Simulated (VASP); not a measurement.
Here is a VASP 6.6.1 calculation.

INCAR

```
SYSTEM = AgI
ALGO = Normal
EDIFF = 1E-6
ENCUT = 500
GGA = PE
GGA_COMPAT = .FALSE.
ISIF = 2
ISMEAR = -1
LASPH = .TRUE.
LCHARG = .FALSE.
LREAL = .FALSE.
LWAVE = .FALSE.
NBANDS = 26
NELM = 120
PREC = Accurate
SIGMA = 0.02
```

File KPOINTS:

```
k-points
0
G
  6 6 4
  0 0 0
```

File POSCAR:

```
AgI
1.0
    4.6507453634      0.0000000000      0.0000000000
   -2.3253726817      4.0276636312      0.0000000000
    0.0000000000      0.0000000000      7.5997061756
Ag I
2 2
Direct
    0.6666666667      0.3333333333      0.6275234352
    0.3333333333      0.6666666667      0.1275234352
    0.6666666667      0.3333333333      0.0024765648
    0.3333333333      0.6666666667      0.5024765648
```

Potentials or basis: VASP PAW PBE potentials, release 64 (Ag, I).

Command:

```bash
$ cat potpaw_PBE.64/Ag/POTCAR potpaw_PBE.64/I/POTCAR > POTCAR
$ mpirun -np 1 vasp_std > vasp.out
```

Q: Estimate the band gap on the k mesh.

A: 1.37 eV.

Q: Predict the pressure.

A: 0.6 GPa.

Caveat: spin-orbit coupling is left out, which moves the levels of the heavy elements.
